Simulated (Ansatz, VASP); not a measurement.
# One calculation of CdS, two programs

File INCAR:

```
SYSTEM = CdS
PREC = Accurate ; ENCUT = 520
EDIFF = 1E-6 ; ISMEAR = -1
SIGMA = 0.01 ; LREAL = .False.
LASPH = .True. ; NELM = 60
ALGO = Normal ; ISIF = 2
LWAVE = .False. ; LCHARG = .False.
GGA = PS ; NBANDS = 26
```

Contents of KPOINTS:

```
Automatic mesh
0
Gamma
  7 7 4
  0 0 0
```

File POSCAR:

```
CdS
1.0
    4.0503918620      0.0000000000      0.0000000000
   -2.0251959310      3.5077422478      0.0000000000
    0.0000000000      0.0000000000      6.6112266477
Cd S
2 2
Direct
    0.3333333333      0.6666666667      0.0000000000
    0.6666666667      0.3333333333      0.5000000000
    0.3333333333      0.6666666667      0.3850000000
    0.6666666667      0.3333333333      0.8850000000
```

Input for Ansatz:

```yaml
crystal:
  lattice:
    - [4.050391862, 0.0, 0.0]
    - [-2.025195931, 3.5077422478, 0.0]
    - [0.0, 0.0, 6.6112266477]
  atoms:
    - { symbol: Cd, position: [0.3333333333, 0.6666666667, 0.0] }
    - { symbol: Cd, position: [0.6666666667, 0.3333333333, 0.5] }
    - { symbol: S, position: [0.3333333333, 0.6666666667, 0.385] }
    - { symbol: S, position: [0.6666666667, 0.3333333333, 0.885] }
kpoints:
  mp_grid: { grid: [7, 7, 4] }
  band_path:
    path:
      - [0.0, 0.0, 0.0]
      - [0.5, 0.0, 0.0]
      - [0.3333333333, 0.3333333333, 0.0]
      - [0.0, 0.0, 0.0]
      - [0.0, 0.0, 0.5]
      - [0.5, 0.0, 0.5]
      - [0.3333333333, 0.3333333333, 0.5]
      - [0.0, 0.0, 0.5]
      - [0.5, 0.0, 0.5]
    npoints: 5
scf:
  occupations: { method: fermi_dirac, width: 0.01 }
hamiltonian:
  xc: pbesol
  pseudopotentials: { kind: all_electron, lapw: { basis_error: 0.001 } }
output:
  forces: true
  stress: true
  eigenvalues: true
```

Change from the starting cell: volume scaled by 0.94.

Alike in both runs: task single point; functional PBEsol; k mesh 7 × 7 × 4; occupations fermi-dirac, width 0.01 eV; no spin polarisation.

```csv
,VASP,Ansatz
version,VASP 6.6.1,Ansatz 0.2.0
potentials or method,"VASP PAW PBE potentials, release 64 (Cd, S), cutoff 520 eV","all-electron LAPW, scalar-relativistic"
```

Ansatz gave:

- gap on the k mesh at the Fermi level (eV): 1.22
- pressure (GPa): 3.7
- traceless stress, the component that is largest in VASP (GPa): -1.98
- rms of the force components (eV/Å): 0.181

What did VASP give for the same quantities?

gap on the k mesh at the Fermi level (eV): 1.22; pressure (GPa): 4.1; traceless stress, the component that is largest in VASP (GPa): -2.05; rms of the force components (eV/Å): 0.187.

VASP's potentials were made for PBE, not for PBEsol. Atom by atom the forces differ by 0.006 eV/Å (rms over components). Ansatz ran all-electron here, and VASP with PAW potentials.
